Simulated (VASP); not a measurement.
Wanted: the native input for a VASP 6.6.1 run.

```yaml
Task: single point
Functional: r2SCAN
Potentials_or_basis: VASP PAW PBE potentials, release 64 (Na_pv, Te, Sc_sv)
Cutoff: 520 eV
k_mesh: 4 × 4 × 4
Occupations: fermi-dirac, width 0.02 eV
Spin: no spin polarisation
Dipole_correction: no
Further_INCAR_settings: ALGO = Normal; EDIFF = 1e-07; NBANDS = 23
```

Crystal: NaScTe2.

```
CELL_PARAMETERS angstrom
4.30993 0.00000 0.00000
0.00000 4.30993 0.00000
0.00000 0.00000 5.89917
ATOMIC_POSITIONS crystal
Na 0.00000 0.00000 0.00000
Te 0.00000 0.00000 0.50000
Te 0.50000 0.50000 0.00000
Sc 0.50000 0.50000 0.50000
```

One way to write it, as run:

POSCAR

```
NaScTe2
1.0
    4.3099310216      0.0000000000      0.0000000000
    0.0000000000      4.3099310216      0.0000000000
    0.0000000000      0.0000000000      5.8991668760
Na Te Sc
1 2 1
Direct
    0.0000000000      0.0000000000      0.0000000000
    0.0000000000      0.0000000000      0.5000000000
    0.5000000000      0.5000000000      0.0000000000
    0.5000000000      0.5000000000      0.5000000000
```

INCAR.step1

```
  ALGO = Normal
  EDIFF = 1E-4
  ENCUT = 520
  GGA = PE
  ISMEAR = -1
  LASPH = T
  LCHARG = F
  LREAL = F
  LWAVE = T
  NBANDS = 23
  NELM = 100
  PREC = Accurate
  SIGMA = 0.02
```

INCAR.step2

```
  ALGO = Normal
  EDIFF = 1E-7
  ENCUT = 520
  ISIF = 2
  ISMEAR = -1
  ISTART = 1
  LASPH = T
  LCHARG = T
  LELF = T
  LMIXTAU = T
  LREAL = F
  LVHAR = T
  LWAVE = F
  METAGGA = R2SCAN
  NBANDS = 23
  NELM = 100
  PREC = Accurate
  SIGMA = 0.02
```

KPOINTS

```
k-points
0
Gamma
  4 4 4
```

Potentials or basis: VASP PAW PBE potentials, release 64 (Na_pv, Te, Sc_sv).

Run with:

```console
$ cat potpaw_PBE.64/Na_pv/POTCAR potpaw_PBE.64/Te/POTCAR potpaw_PBE.64/Sc_sv/POTCAR > POTCAR
$ cp INCAR.step1 INCAR
$ mpirun -np 1 vasp_std > vasp.out
$ cp INCAR.step2 INCAR
$ mpirun -np 1 vasp_std > vasp.out
```

It gave:

```
Pressure               : 0.0 GPa
Band gap on the k mesh : zero (band 15 reaches 4.47 eV, above the bottom of band 16 at 4.42 eV)
```

Caveat: the k points lie up to 0.36 Å⁻¹ apart; the PAW data sets were made with another functional, which shifts forces and pressure a little; spin-orbit coupling is left out, which moves the levels of the heavy elements.

It took 120 s on 1 thread of Intel(R) Xeon(R) Platinum 8488C (Sapphire Rapids) (shared host), peak memory 0.25 GiB.
